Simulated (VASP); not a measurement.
# F (C2/c) in VASP: a series of runs

The runs below take F through single point, with PBE+D3(BJ).

All numbers are computed with VASP 6.6.1; they aren't measurements. Logs are shortened: lines on timing, memory, paths and dates and some standing lists are left out, and cuts for length are marked.

### 1 The cell of the first run

Symmetry: C2/c, No. 15, monoclinic system. The conventional cell has a = 5.801 Å, b = 3.594 Å, c = 6.820 Å, α = 90.00°, β = 91.06°, γ = 90.00°. F (site symmetry 1) has 1 F at 1.42 Å within 1.9 Å.

### 2 Single point, PBE+D3(BJ) (17.77 Å³/atom)

Input file INCAR:

```
SYSTEM = F
PREC     = Accurate       ! precision mode
ENCUT    = 520            ! plane-wave cutoff, eV
EDIFF    = 1E-6           ! SCF threshold, eV
ISMEAR   = 0              ! smearing method
SIGMA    = 0.05           ! smearing width, eV
LREAL    = .False.        ! projectors in reciprocal space
LASPH    = .True.         ! aspherical terms in the spheres
NELM     = 80             ! most SCF steps
ALGO     = Normal         ! electronic algorithm
ISIF     = 2              ! what is computed and relaxed
LWAVE    = .False.        ! write WAVECAR
LCHARG   = .True.         ! write CHGCAR
GGA      = PE             ! functional
IVDW     = 12             ! dispersion correction
LELF     = .True.         ! ELF
LVHAR    = .True.       
NBANDS   = 22             ! bands
```

Input file KPOINTS:

```
Automatic mesh
0
Gamma
  8 8 4
  0 0 0
```

Input file POSCAR:

```
F
1.0
    2.8842533660     -1.7969188145      0.3043837209
    2.8842533660      1.7969188145      0.3043837209
   -0.8411438218      0.0000000000      6.7681837760
F
4
Direct
    0.9138648456      0.5855481450      0.0939279973
    0.4144518550      0.0861351544      0.4060720027
    0.0861351544      0.4144518550      0.9060720027
    0.5855481450      0.9138648456      0.5939279973
```

Potentials or basis: VASP PAW PBE potentials, release 64 (F).

Launch:

```
cat potpaw_PBE.64/F/POTCAR > POTCAR
mpirun -np 1 vasp_std > vasp.out
```

OUTCAR:

```text
SYSTEM = F
   PREC = Accurate
   ENCUT = 520
   EDIFF = 1E-6
   ISMEAR = 0
   LREAL = .False.
   LASPH = .True.
   NELM = 80
   ISIF = 2
   GGA = PE
   IVDW = 12
 IVDW          = 12

 ion  position               nearest neighbor table
   1  0.914  0.586  0.094-   3 1.42
   2  0.414  0.086  0.406-   4 1.42
   3  0.086  0.414  0.906-   1 1.42
   4  0.586  0.914  0.594-   2 1.42

  LATTYP: Found a base centered monoclinic cell.
 ALAT       =     5.8005402951
 B/A-ratio  =     0.6195694618
 C/A-ratio  =     1.1757959515
 COS(beta)  =    -0.0185003207

  Lattice vectors:

 A1 = (   2.8842533660,  -1.7969188145,   0.3043837209)
 A2 = (   2.8842533660,   1.7969188145,   0.3043837209)
 A3 = (  -0.8411438218,   0.0000000000,   6.7681837760)

Analysis of symmetry for initial positions (statically):
=====================================================================
 Subroutine PRICEL returns:
 Original cell was already a primitive cell.

 Routine SETGRP: Setting up the symmetry group for a
 base centered monoclinic supercell.

 Subroutine GETGRP returns: Found  4 space group operations
 (whereof  2 operations were pure point group operations)
 out of a pool of  4 trial point group operations.

The static configuration has the point symmetry S_2 .
 The point group associated with its full space group is C_2h.

Analysis of symmetry for dynamics (positions and initial velocities):
=====================================================================
 Subroutine PRICEL returns:
 Original cell was already a primitive cell.

 Routine SETGRP: Setting up the symmetry group for a
 base centered monoclinic supercell.

 Subroutine GETGRP returns: Found  4 space group operations
 (whereof  2 operations were pure point group operations)
 out of a pool of  4 trial point group operations.

The dynamic configuration has the point symmetry S_2 .
 The point group associated with its full space group is C_2h.

 Subroutine INISYM returns: Found  4 space group operations
 (whereof  2 operations are pure point group operations),
 and found     1 'primitive' translations

----------------------------------------------------------------------------------------

                                     Primitive cell

  volume of cell :      71.0760

  direct lattice vectors                    reciprocal lattice vectors
     2.884253366 -1.796918814  0.304383721     0.171110878 -0.278254085  0.021265507
     2.884253366  1.796918814  0.304383721     0.171110878  0.278254085  0.021265507
    -0.841143822  0.000000000  6.768183776    -0.015390648  0.000000000  0.145837389

  length of vectors
     3.411815375  3.411815375  6.820251796     0.327347659  0.327347659  0.146647251

  position of ions in fractional coordinates (direct lattice)
     0.913864846  0.585548145  0.093927997
     0.414451855  0.086135154  0.406072003
     0.086135154  0.414451855  0.906072003
     0.585548145  0.913864846  0.593927997

  ion indices of the primitive-cell ions
   primitive index   ion index
                 1           1
                 2           2
                 3           3
                 4           4

----------------------------------------------------------------------------------------

 KPOINTS: Automatic mesh

Automatic generation of k-mesh.
 Grid dimensions read from file:
 generate k-points for:    8    8    4

 Generating k-lattice:

  Cartesian coordinates                     Fractional coordinates (reciprocal lattice)
     0.021388860 -0.034781761  0.002658188     0.125000000  0.000000000 -0.000000000
     0.021388860  0.034781761  0.002658188     0.000000000  0.125000000 -0.000000000
    -0.003847662  0.000000000  0.036459347     0.000000000  0.000000000  0.250000000

  Length of vectors
     0.040918457  0.040918457  0.036661813

  Shift w.r.t. Gamma in fractional coordinates (k-lattice)
     0.000000000  0.000000000  0.000000000

 Subroutine IBZKPT returns following result:
 ===========================================

 Found     78 irreducible k-points:

 Following reciprocal coordinates:
            Coordinates               Weight
  0.000000  0.000000  0.000000      1.000000
  0.125000  0.000000  0.000000      4.000000
  0.250000  0.000000  0.000000      4.000000
  0.375000  0.000000  0.000000      4.000000
  0.500000  0.000000  0.000000      2.000000
  0.125000  0.125000  0.000000      2.000000
[... 16 lines left out ...]
  0.125000  0.000000  0.250000      4.000000
  0.250000  0.000000  0.250000      4.000000
 [... further k-points ...]
   k-points           NKPTS =     78   k-points in BZ     NKDIM =     78   number of bands    NBANDS=     22
   number of dos      NEDOS =    301   number of ions     NIONS =      4
   total plane-waves  NPLWV =  42336
   dimension x,y,z NGX =    28 NGY =   28 NGZ =   54
   dimension x,y,z NGXF=    56 NGYF=   56 NGZF=  108
   ions per type =               4
   NGX,Y,Z   is equivalent  to a cutoff of  13.64, 13.64, 13.16 a.u.
   NGXF,Y,Z  is equivalent  to a cutoff of  27.29, 27.29, 26.33 a.u.
 SYSTEM =  F
   PREC   = accura    normal or accurate (medium, high low for compatibility)
   ISTART =      0    job   : 0-new  1-cont  2-samecut
   ICHARG =      2    charge: 1-file 2-atom 10-const
   ISPIN  =      1    spin polarized calculation?
   LNONCOLLINEAR =      F non collinear calculations
   LSORBIT =      F    spin-orbit coupling
   LASPH  =      T    aspherical Exc in radial PAW
   ENCUT  =  520.0 eV  38.22 Ry    6.18 a.u.   6.34  6.34 12.68*2*pi/ulx,y,z
   NELM   =     80;   NELMIN=  2; NELMDL= -5     # of ELM steps
   EDIFF  = 0.1E-05   stopping-criterion for ELM
   LREAL  =      F    real-space projection
   EDIFFG = 0.1E-04   stopping-criterion for IOM
   NSW    =      0    number of steps for IOM
   IBRION =     -1    ionic relax: 0-MD 1-quasi-New 2-CG
   NFREE  =      0    steps in history (QN), initial steepest desc. (CG)
   ISIF   =      2    stress and relaxation
   ISYM   =      2    0-nonsym 1-usesym 2-fastsym
   POTIM  = 0.5000    time-step for ionic-motion
   TEBEG  =    0.0;   TEEND  =   0.0 temperature during run
   PSTRESS=    0.0 pullay stress
   NELECT =      28.0000    total number of electrons
   NUPDOWN=      -1.0000    fix difference up-down
   EMIN   =  10.00;   EMAX   =-10.00  energy-range for DOS
   EFERMI =   0.00;   METHOD = LEGACY
   ISMEAR =     0;   SIGMA  =   0.05  broadening in eV -4-tet -1-fermi 0-gaus
   EFERMI_NEDOS =   21; number of points for ismear=-14 and -15
   IALGO  =     38    algorithm
   IMIX   =      4    mixing-type and parameters
     AMIX     =   0.40;   BMIX     =  1.00
     AMIX_MAG =   1.60;   BMIX_MAG =  1.00
  volume/ion in A,a.u.               =      17.77       119.91
  Fermi-wavevector in a.u.,A,eV,Ry     =   1.200107  2.267873 19.595873  1.440256
  Thomas-Fermi vector in A             =   2.335951
   LORBIT       =      0    0 simple, 1 ext, 2 COOP (PROOUT), +10 PAW based schemes
   GGA     = PE    functional components
   LHFCALC =     F    Hartree Fock is set to
   AEXX    =    0.0000 exact exchange contribution
   IVDW    =    12    specifies the selected vdW correction
   LEPSILON=     F    determine dielectric tensor
   LRPA    =     F    only Hartree local field effects (RPA)
 non-spin polarized calculation
 Gauss-broadening in eV      SIGMA  =   0.05
  energy-cutoff  :      520.00
  volume of cell :       71.08
 maximum number of plane-waves:      1944
 NGX is ok and might be reduce to    28
   NGX = 13   NGY = 13   NGZ = 25

 number of electron      28.0000000 magnetization

 Free energy of the ion-electron system (eV)
  ---------------------------------------------------
  ext. energy  EPLUGINS =         0.00000000
  ---------------------------------------------------
  free energy    TOTEN  =        -7.32099868 eV

  energy without entropy =       -7.32099868  energy(sigma->0) =       -7.32099868

 E-fermi :  -5.3987     XC(G=0):  -7.1779

 val. band max:       -5.7065632499   @ k =   0.0000   0.0000   0.0000
 cond. band min:      -2.7884300679   @ k =   0.0000   0.0000   0.0000
 fundamental gap:      2.9181331820
 Fermi energy:        -5.3987300461

 k-point     1 :       0.0000    0.0000    0.0000
  band No.  band energies     occupation
      1     -30.3950      2.00000
      2     -30.2977      2.00000
      3     -24.2976      2.00000
      4     -24.0279      2.00000
      5     -12.0592      2.00000
      6     -11.4623      2.00000
[... 14 lines left out ...]
     21      14.3070      0.00000
     22      14.4885      0.00000

 k-point     2 :       0.1250    0.0000    0.0000
  band No.  band energies     occupation
      1     -30.3841      2.00000
      2     -30.2940      2.00000
      3     -24.2866      2.00000
      4     -24.0375      2.00000
      5     -12.0419      2.00000
      6     -11.4852      2.00000
[... 14 lines left out ...]
     21      13.2470      0.00000
     22      14.4216      0.00000

 k-point     3 :       0.2500    0.0000    0.0000
  band No.  band energies     occupation
      1     -30.3558      2.00000
      2     -30.2865      2.00000
      3     -24.2554      2.00000
      4     -24.0650      2.00000
      5     -11.9890      2.00000
      6     -11.5527      2.00000
[... 14 lines left out ...]
     21      12.6402      0.00000
     22      12.7830      0.00000
[... 476 lines left out ...]
 k-point    23 :       0.1250    0.0000    0.2500
  band No.  band energies     occupation
      1     -30.3711      2.00000
      2     -30.3075      2.00000
      3     -24.2501      2.00000
      4     -24.0743      2.00000
      5     -11.9650      2.00000
      6     -11.5726      2.00000
[... 14 lines left out ...]
     21      12.9890      0.00000
     22      14.0868      0.00000

 k-point    24 :       0.2500    0.0000    0.2500
  band No.  band energies     occupation
      1     -30.3457      2.00000
      2     -30.2970      2.00000
      3     -24.2272      2.00000
      4     -24.0936      2.00000
      5     -11.9242      2.00000
      6     -11.6156      2.00000
[... 14 lines left out ...]
     21      11.7287      0.00000
     22      12.3897      0.00000

 [... further k-points ...]

------------------------ aborting loop because EDIFF is reached ----------------------------------------

 Edisp (eV)   -0.10280

 E8    (eV) :    -0.0221

  FORCE on cell =-STRESS in cart. coord.  units (eV):
  Direction    XX          YY          ZZ          XY          YZ          ZX
  --------------------------------------------------------------------------------------
  -------------------------------------------------------------------------------------
  Total      -0.25163    -0.12790     0.24003     0.00000     0.00000    -0.06014
  in kB      -5.67210    -2.88300     5.41078     0.00000     0.00000    -1.35560
  external pressure =       -1.05 kB  Pullay stress =        0.00 kB

 VOLUME and BASIS-vectors are now :
 -----------------------------------------------------------------------------
  energy-cutoff  :      520.00
  volume of cell :       71.08
      direct lattice vectors                 reciprocal lattice vectors
     2.884253366 -1.796918814  0.304383721     0.171110878 -0.278254085  0.021265507
     2.884253366  1.796918814  0.304383721     0.171110878  0.278254085  0.021265507
    -0.841143822  0.000000000  6.768183776    -0.015390648  0.000000000  0.145837389

 POSITION                                       TOTAL-FORCE (eV/Angst)
 -----------------------------------------------------------------------------------
      4.24568     -0.58996      1.09212        -0.022555      0.092237      0.189719
      1.10225     -0.58996      2.90074         0.022555      0.092237     -0.189719
      0.68168      0.58996      6.28483         0.022555     -0.092237     -0.189719
      3.82511      0.58996      4.47621        -0.022555     -0.092237      0.189719
 -----------------------------------------------------------------------------------
    total drift:                               -0.000000     -0.000000      0.000000

  FREE ENERGIE OF THE ION-ELECTRON SYSTEM (eV)
  ---------------------------------------------------
  free  energy   TOTEN  =        -7.4238004295 eV

  energy  without entropy=       -7.4238004295  energy(sigma->0) =       -7.42380043
```

It took 2.1 min on 1 thread of Oxide Virtual Turin-like, shared host; peak memory 0.2 GiB.

Results:

- Free energy: -7.4238 eV
- Pressure: -0.1 GPa
- Largest force: 0.212 eV/Å
- Band gap on the k mesh: 2.92 eV
- Dispersion energy per atom: -0.026 eV

Forces in eV/Å, atoms in the order of the input:
```
F   -0.023  0.092  0.190
F    0.023  0.092 -0.190
F    0.023 -0.092 -0.190
F   -0.023 -0.092  0.190
```

### 3 Single point, PBE+D3(BJ) (17.77 Å³/atom)

Input file INCAR:

```
SYSTEM = F
PREC = Accurate ; ENCUT = 520
EDIFF = 1E-6 ; ISMEAR = 0
SIGMA = 0.05 ; LREAL = .False.
LASPH = .True. ; NELM = 100
ALGO = Normal ; ISIF = 2
LWAVE = .False. ; LCHARG = .False.
GGA = PE ; IVDW = 12
NBANDS = 22
```

KPOINTS is that of step 2.

Input file POSCAR:

```
F
1.0
    2.8083613933     -1.8210365515      0.2963746183
    2.8083613933      1.8210365515      0.2963746183
   -0.8474475633      0.0000000000      6.8595505995
F
4
Direct
    0.9138648456      0.5855481450      0.0939279973
    0.4144518550      0.0861351544      0.4060720027
    0.0861351544      0.4144518550      0.9060720027
    0.5855481450      0.9138648456      0.5939279973
```

Potentials or basis: VASP PAW PBE potentials, release 64 (F).

Launch:

```
cat potpaw_PBE.64/F/POTCAR > POTCAR
mpirun -np 1 vasp_std > vasp.out
```

Wall time 2.9 min (1 thread of Oxide Virtual Turin-like, shared host); peak memory 0.21 GiB.

Results (log left out):

| Property | Result |
| --- | --- |
| Free energy | -7.4183 eV |
| Pressure | -1.5 GPa |
| Largest force | 0.419 eV/Å |
| Band gap on the k mesh | 2.71 eV |
| Dispersion energy per atom | -0.026 eV |

Forces on the atoms (eV/Å):
```
F    0.049 -0.186 -0.372
F   -0.049 -0.186  0.372
F   -0.049  0.186  0.372
F    0.049  0.186 -0.372
```

Stress tensor (GPa, compression positive):
```
-0.54  0.00  0.31
 0.00 -1.12  0.00
 0.31  0.00 -2.89
```

Levels at points of the mesh, in eV from the valence-band top:
| k point | band 10 | band 11 | band 12 | band 13 | band 14 | band 15 | band 16 | band 17 | band 18 | band 19 |
| --- | --- | --- | --- | --- | --- | --- | --- | --- | --- | --- |
| (0.00, 0.00, 0.00) | -2.94 | -0.30 | -0.06 | -0.04 | 0.00 | 2.71 | 3.42 | 9.01 | 11.62 | 12.39 |
| (0.50, 0.00, 0.00) | -3.09 | -0.26 | -0.25 | -0.07 | -0.06 | 3.14 | 3.14 | 13.06 | 13.06 | 15.12 |
| (0.50, 0.50, 0.00) | -3.14 | -0.47 | -0.38 | -0.08 | -0.06 | 2.91 | 3.36 | 13.23 | 14.08 | 14.81 |
| (0.00, 0.00, 0.50) | -2.96 | -0.20 | -0.20 | -0.02 | -0.02 | 3.05 | 3.05 | 9.88 | 9.88 | 15.11 |
| (0.50, 0.00, 0.50) | -3.09 | -0.23 | -0.22 | -0.05 | -0.04 | 3.12 | 3.12 | 13.59 | 13.61 | 13.63 |
| (0.50, 0.50, 0.50) | -3.20 | -0.26 | -0.26 | -0.24 | -0.24 | 3.13 | 3.13 | 13.74 | 13.74 | 14.68 |

A k mesh can miss the band edges.
